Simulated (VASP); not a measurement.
Input of a VASP 6.6.1 run:

File INCAR:

```
SYSTEM = SnO2
ALGO = Normal
EDIFF = 1E-7
ENCUT = 520
GGA = PE
ISIF = 2
ISMEAR = 0
LASPH = .True.
LCHARG = .False.
LREAL = .False.
LWAVE = .False.
NBANDS = 35
NELM = 100
PREC = Accurate
SIGMA = 0.05
```

File KPOINTS:

```
k-points
0
Gamma
  6 6 8
  0 0 0
```

Contents of POSCAR:

```
SnO2
1.0
    4.4414885964      0.0000000000      0.0000000000
    0.0000000000      4.4414885964      0.0000000000
    0.0000000000      0.0000000000      3.2379909406
Sn O
2 4
Direct
    0.0000000000      0.0000000000      0.0000000000
    0.5000000000      0.5000000000      0.5000000000
    0.3066050863      0.3066050863      0.0000000000
    0.1933949137      0.8066050863      0.5000000000
    0.6933949137      0.6933949137      0.0000000000
    0.8066050863      0.1933949137      0.5000000000
```

Potentials or basis: VASP PAW PBE potentials, release 64 (Sn_d, O).

The run is started by

```console
$ cat potpaw_PBE.64/Sn_d/POTCAR potpaw_PBE.64/O/POTCAR > POTCAR
$ mpirun -np 1 vasp_std > vasp.out
```

Predict the largest force.

0.269 eV/Å.

Predict the pressure.

42.3 GPa.

Predict the band gap on the k mesh.

2.47 eV.

Forces on the atoms (eV/Å):
```
Sn   0.000  0.000  0.000
Sn   0.000  0.000  0.000
O    0.190  0.190  0.000
O   -0.190  0.190  0.000
O   -0.190 -0.190  0.000
O    0.190 -0.190  0.000
```

Caveat: the cell differs from its parent crystal (strain -0.080 along x and y, +0.000 along z); the cell stands under pressure; spin-orbit coupling is left out, which moves the levels of the heavy elements.
